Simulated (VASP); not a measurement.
# CuI (P4/nmm) in VASP: notebook, part 2 of 2

VASP 6.6.1. The steps go on from the part before.

## 3. Relaxation of cell and atoms, PBEsol

This run uses another cell than the first one, of 27.40 Å³/atom.

Contents of INCAR:

```
SYSTEM = CuI
PREC = Accurate ; ENCUT = 600
EDIFF = 1E-6 ; ISMEAR = -1
SIGMA = 0.05 ; LREAL = .False.
LASPH = .True. ; NELM = 100
ALGO = Normal ; ISIF = 3
LWAVE = .False. ; LCHARG = .False.
GGA = PS ; IBRION = 2
NSW = 80 ; EDIFFG = -0.005
```

Contents of KPOINTS:

```
Automatic mesh
0
Gamma
  7 7 4
  0 0 0
```

Contents of POSCAR:

```
CuI
1.0
    4.0901961900      0.0000000000      0.0000000000
    0.0000000000      4.0901961900      0.0000000000
    0.0000000000      0.0000000000      6.5514580400
I Cu
2 2
Direct
    0.0000000000      0.5000000000      0.7430343600
    0.5000000000      0.0000000000      0.2569656400
    0.0000000000      0.0000000000      0.0000000000
    0.5000000000      0.5000000000      0.0000000000
```

Potentials or basis: VASP PAW PBE potentials, release 64 (I, Cu).

Launch:

```
$ cat potpaw_PBE.64/I/POTCAR potpaw_PBE.64/Cu/POTCAR > POTCAR
$ mpirun -np 1 vasp_std > vasp.out
```

It took 40 min on 1 thread of Oxide Virtual Turin-like, shared host; peak memory 0.29 GiB.

The run converged. Its results:

* Free energy: -12.6470 eV
* Relaxed volume: 26.03 Å³/atom
* Relaxed cell: a = 4.011 Å, b = 4.011 Å, c = 6.470 Å, α = 90.00°, β = 90.00°, γ = 90.00°
* Space group after relaxing (to 0.1 Å): P4/nmm (No. 129)
* Energy gained by relaxing: 5.5 meV/atom
* Ionic steps: 60
* Pressure after relaxing: 0.0 GPa
* Band gap on the k mesh: 1.53 eV

The path:
```tsv
step	energy change (eV)	largest force (eV/Å)	pressure (GPa)	volume (Å³)
1	0.0000	0.2144	-1.53	109.60
3	-0.0173	0.0977	-0.02	106.49
5	-0.0189	0.0732	-0.05	106.29
7	-0.0214	0.0106	-0.06	105.38
9	-0.0213	0.0015	-0.13	105.25
11	-0.0213	0.0212	0.08	104.96
13	-0.0213	0.0077	0.08	105.16
15	-0.0213	0.0045	0.08	105.20
17	-0.0213	0.0049	0.02	105.20
19	-0.0216	0.0082	-0.02	105.18
21	-0.0216	0.0175	-0.15	105.07
23	-0.0216	0.0355	0.14	104.83
25	-0.0216	0.0226	0.06	105.01
27	-0.0217	0.0175	0.02	105.00
29	-0.0218	0.0126	-0.07	104.72
31	-0.0218	0.0109	-0.07	104.74
33	-0.0219	0.0072	-0.20	104.47
35	-0.0219	0.0032	-0.07	103.91
37	-0.0218	0.0091	0.11	103.61
39	-0.0219	0.0047	0.13	103.85
41	-0.0219	0.0077	0.08	104.00
43	-0.0219	0.0173	-0.07	104.10
45	-0.0219	0.0104	-0.09	104.03
47	-0.0219	0.0085	-0.02	104.01
49	-0.0219	0.0152	0.03	104.10
51	-0.0219	0.0185	-0.14	104.15
53	-0.0219	0.0158	-0.07	104.10
55	-0.0219	0.0161	-0.06	104.14
57	-0.0219	0.0142	-0.13	104.14
59	-0.0219	0.0123	-0.08	104.13
60	-0.0219	0.0017	0.00	104.11
```

Final structure:
```
CELL_PARAMETERS angstrom
4.01150 0.00000 0.00000
0.00000 4.01150 0.00000
0.00000 0.00000 6.46989
ATOMIC_POSITIONS crystal
I 0.00000 0.50000 0.73838
I 0.50000 0.00000 0.26162
Cu 0.00000 0.00000 0.00000
Cu 0.50000 0.50000 0.00000
```

Levels at points of the mesh, in eV from the valence-band top:
```
           k point  band 16  band 17  band 18  band 19  band 20  band 21
(0.00, 0.00, 0.00)    -0.94     0.00     0.00     1.53     3.12     3.31
(0.00, 0.00, 0.50)    -1.27    -0.35    -0.35     3.32     3.35     3.46
```

Caveat: the PAW data sets were made with another functional, which shifts forces and pressure a little; spin-orbit coupling is left out, which moves the levels of the heavy elements; this functional lacks dispersion, which binds layers or chains, so the pressure and a relaxed spacing across them are unreliable.

## 4. Relaxation of cell and atoms, PBEsol, target pressure 5 GPa, at which the enthalpy is minimised

This run uses another cell than the first one, of 27.40 Å³/atom.

Contents of INCAR:

```
SYSTEM = CuI
ALGO = Normal ; EDIFF = 1E-6
EDIFFG = -0.005 ; ENCUT = 600
GGA = PS ; IBRION = 2
ISIF = 3 ; ISMEAR = -1
LASPH = .True. ; LCHARG = .False.
LREAL = .False. ; LWAVE = .False.
NELM = 80 ; NSW = 80
PREC = Accurate ; PSTRESS = 50.0
SIGMA = 0.05
```

Contents of KPOINTS:

```
k-points
0
Gamma
  7 7 4
  0 0 0
```

POSCAR is that of step 3.

Launch:

```
$ cat potpaw_PBE.64/I/POTCAR potpaw_PBE.64/Cu/POTCAR > POTCAR
$ mpirun -np 1 vasp_std > vasp.out
```

Wall time 32 min (1 thread of Oxide Virtual Turin-like, shared host); peak memory 0.28 GiB.

It converged, with:

| Quantity | Value |
| --- | --- |
| Free energy | -12.4648 eV |
| Relaxed volume | 22.04 Å³/atom |
| Relaxed cell | a = 3.889 Å, b = 3.889 Å, c = 5.829 Å, α = 90.00°, β = 90.00°, γ = 90.00° |
| Space group after relaxing (to 0.1 Å) | P4/nmm (No. 129) |
| Energy change on relaxing (the run minimises the enthalpy) | +40.1 meV/atom |
| Ionic steps | 50 |
| Pressure after relaxing | 5.0 GPa |
| Band gap on the k mesh | 1.48 eV |

Forces on the atoms (eV/Å):
```
I    0.000  0.000 -0.002
I    0.000  0.000  0.002
Cu   0.000  0.000  0.000
Cu   0.000  0.000  0.000
```

The path:
| step | energy change (eV) | largest force (eV/Å) | pressure (GPa) | volume (Å³) |
| --- | --- | --- | --- | --- |
| 1 | 0.0000 | 0.2144 | -1.53 | 109.60 |
| 3 | 0.0942 | 0.9793 | 4.83 | 98.23 |
| 5 | 0.1746 | 0.2200 | 5.65 | 89.23 |
| 7 | 0.1290 | 0.1420 | 3.79 | 90.12 |
| 9 | 0.1319 | 0.1030 | 3.99 | 89.59 |
| 11 | 0.1662 | 0.0220 | 5.21 | 87.98 |
| 13 | 0.1648 | 0.0166 | 5.10 | 88.02 |
| 15 | 0.1599 | 0.0050 | 5.03 | 88.18 |
| 17 | 0.1595 | 0.0073 | 4.92 | 88.19 |
| 19 | 0.1622 | 0.0061 | 4.98 | 88.10 |
| 21 | 0.1625 | 0.0077 | 5.08 | 88.09 |
| 23 | 0.1622 | 0.0058 | 4.97 | 88.10 |
| 25 | 0.1632 | 0.0085 | 5.13 | 88.07 |
| 27 | 0.1624 | 0.0069 | 5.10 | 88.10 |
| 29 | 0.1623 | 0.0064 | 5.12 | 88.10 |
| 31 | 0.1622 | 0.0052 | 5.04 | 88.10 |
| 33 | 0.1616 | 0.0115 | 5.02 | 88.12 |
| 35 | 0.1610 | 0.0078 | 4.98 | 88.14 |
| 37 | 0.1601 | 0.0070 | 4.96 | 88.17 |
| 39 | 0.1601 | 0.0059 | 4.88 | 88.17 |
| 41 | 0.1590 | 0.0087 | 4.95 | 88.20 |
| 43 | 0.1599 | 0.0071 | 4.93 | 88.18 |
| 45 | 0.1601 | 0.0074 | 5.02 | 88.17 |
| 47 | 0.1600 | 0.0066 | 4.99 | 88.17 |
| 49 | 0.1601 | 0.0002 | 4.96 | 88.17 |
| 50 | 0.1603 | 0.0025 | 4.97 | 88.16 |

Final structure:
```yaml
crystal:
  lattice:
    - [3.88920, 0.00000, 0.00000]
    - [0.00000, 3.88920, 0.00000]
    - [0.00000, 0.00000, 5.82857]
  atoms:
    - { symbol: I, position: [0.00000, 0.50000, 0.70739] }
    - { symbol: I, position: [0.50000, 0.00000, 0.29261] }
    - { symbol: Cu, position: [0.00000, 0.00000, 0.00000] }
    - { symbol: Cu, position: [0.50000, 0.50000, 0.00000] }
```

Levels at points of the mesh, in eV from the valence-band top:
```
           k point  band 16  band 17  band 18  band 19  band 20  band 21
(0.00, 0.00, 0.00)    -1.49     0.00     0.00     1.48     2.83     3.25
(0.00, 0.00, 0.50)    -1.67    -0.97    -0.97     3.42     3.49     3.58
```

Caveat: the cell is relaxed towards a set pressure, so the run minimises the enthalpy, not the energy; the volume moved by over 15 % at a fixed basis, so the end points are rough; the PAW data sets were made with another functional, which shifts forces and pressure a little; spin-orbit coupling is left out, which moves the levels of the heavy elements.

## 5. Relaxation of cell and atoms, PBEsol, target pressure 10 GPa, at which the enthalpy is minimised

This run uses another cell than the first one, of 27.40 Å³/atom.

Contents of INCAR:

```
SYSTEM = CuI
PREC = Accurate
ENCUT = 600
EDIFF = 1E-6
ISMEAR = -1
SIGMA = 0.05
LREAL = .FALSE.
LASPH = .TRUE.
NELM = 100
ALGO = Normal
ISIF = 3
LWAVE = .FALSE.
LCHARG = .FALSE.
GGA = PS
IBRION = 2
NSW = 80
EDIFFG = -0.005
PSTRESS = 100.0
```

Contents of KPOINTS:

```
regular mesh
0
G
  7 7 4
  0 0 0
```

POSCAR is that of step 4.

Launch:

```
$ cat potpaw_PBE.64/I/POTCAR potpaw_PBE.64/Cu/POTCAR > POTCAR
$ mpirun -np 1 vasp_std > vasp.out
```

It took 22 min on 1 thread of Oxide Virtual Turin-like, shared host; peak memory 0.29 GiB.

The run converged. Its results:

- Free energy: -12.1767 eV
- Relaxed volume: 20.46 Å³/atom
- Relaxed cell: a = 3.810 Å, b = 3.810 Å, c = 5.637 Å, α = 90.00°, β = 90.00°, γ = 90.00°
- Space group after relaxing (to 0.1 Å): P4/nmm (No. 129)
- Energy change on relaxing (the run minimises the enthalpy): +112.1 meV/atom
- Ionic steps: 23
- Pressure after relaxing: 10.0 GPa
- Band gap on the k mesh: 1.49 eV

Forces in eV/Å, atoms in the order of the input:
```
I    0.000  0.000 -0.002
I    0.000  0.000  0.002
Cu   0.000  0.000  0.000
Cu   0.000  0.000  0.000
```

Step by step:
| step | energy change (eV) | largest force (eV/Å) | pressure (GPa) | volume (Å³) |
| --- | --- | --- | --- | --- |
| 1 | 0.0000 | 0.2144 | -1.53 | 109.60 |
| 2 | 1.5915 | 4.2869 | 26.79 | 81.21 |
| 3 | 0.3305 | 1.7533 | 9.61 | 92.76 |
| 4 | 0.3058 | 1.3314 | 9.02 | 89.20 |
| 5 | 0.7231 | 0.2775 | 12.57 | 79.05 |
| 6 | 0.4937 | 0.3347 | 10.98 | 82.14 |
| 7 | 0.5296 | 0.2251 | 11.22 | 81.53 |
| 8 | 0.3732 | 0.1899 | 7.99 | 83.70 |
| 9 | 0.3967 | 0.1190 | 8.51 | 83.31 |
| 10 | 0.4065 | 0.0516 | 9.04 | 82.79 |
| 11 | 0.4389 | 0.0410 | 9.77 | 82.01 |
| 12 | 0.4624 | 0.0863 | 10.37 | 81.61 |
| 13 | 0.4600 | 0.0833 | 10.39 | 81.65 |
| 14 | 0.4333 | 0.0211 | 9.64 | 82.07 |
| 15 | 0.4436 | 0.0206 | 9.94 | 81.90 |
| 16 | 0.4433 | 0.0196 | 9.97 | 81.91 |
| 17 | 0.4382 | 0.0016 | 9.90 | 81.99 |
| 18 | 0.4422 | 0.0149 | 9.83 | 81.92 |
| 19 | 0.4430 | 0.0180 | 9.96 | 81.91 |
| 20 | 0.4459 | 0.0102 | 9.91 | 81.86 |
| 21 | 0.4547 | 0.0147 | 10.02 | 81.72 |
| 22 | 0.4509 | 0.0054 | 10.04 | 81.78 |
| 23 | 0.4484 | 0.0023 | 10.02 | 81.82 |

Final structure:
```
CELL_PARAMETERS angstrom
3.80983 0.00000 0.00000
0.00000 3.80983 0.00000
0.00000 0.00000 5.63729
ATOMIC_POSITIONS crystal
I 0.00000 0.50000 0.69716
I 0.50000 0.00000 0.30284
Cu 0.00000 0.00000 0.00000
Cu 0.50000 0.50000 0.00000
```

Levels at points of the mesh, in eV from the valence-band top:
```tsv
k point	band 14	band 15	band 16	band 17	band 18	band 19	band 20	band 21	band 22
(0.00, 0.00, 0.00)	-2.36	-1.94	-1.89	0.00	0.00	1.49	2.63	3.27	4.12
(0.00, 0.00, 0.50)	-1.95	-1.95	-1.94	-1.33	-1.33	2.96	3.56	3.63	4.23
```

Caveat: the cell is relaxed towards a set pressure, so the run minimises the enthalpy, not the energy; the volume moved by over 15 % at a fixed basis, so the end points are rough; the PAW data sets were made with another functional, which shifts forces and pressure a little; spin-orbit coupling is left out, which moves the levels of the heavy elements.

## 6. Summary

| task | cell | cutoff (eV) | gap on the mesh (eV) | pressure (GPa) |
| --- | --- | --- | --- | --- |
| single point | a = 4.004, b = 4.004, c = 6.485 Å, 4 atoms, atomic positions A | 520 | 1.53 | 0.1 |
| relaxation of cell and atoms | relaxed from a = 4.090, b = 4.090, c = 6.551 Å, 4 atoms, atomic positions B | 600 | 1.53 | 0.0 |
| relaxation of cell and atoms | relaxed to 5 GPa from a = 4.090, b = 4.090, c = 6.551 Å, 4 atoms, atomic positions B | 600 | 1.48 | 5.0 |
| relaxation of cell and atoms | relaxed to 10 GPa from a = 4.090, b = 4.090, c = 6.551 Å, 4 atoms, atomic positions B | 600 | 1.49 | 10.0 |

Alike in all rows: level PBEsol; potentials or basis VASP PAW PBE potentials, release 64 (I, Cu); no spin polarisation; k mesh 7 × 7 × 4; smearing fermi-dirac 0.05 eV.

Caveats: the PAW data sets were made with another functional, which shifts forces and pressure a little; spin-orbit coupling is left out, which moves the levels of the heavy elements; this functional lacks dispersion, which binds layers or chains, so the pressure and a relaxed spacing across them are unreliable (at least some runs); the cell is relaxed towards a set pressure, so the run minimises the enthalpy, not the energy (at least some runs); the volume moved by over 15 % at a fixed basis, so the end points are rough (at least some runs).

Absolute energies hang on the potentials; compare differences alone.
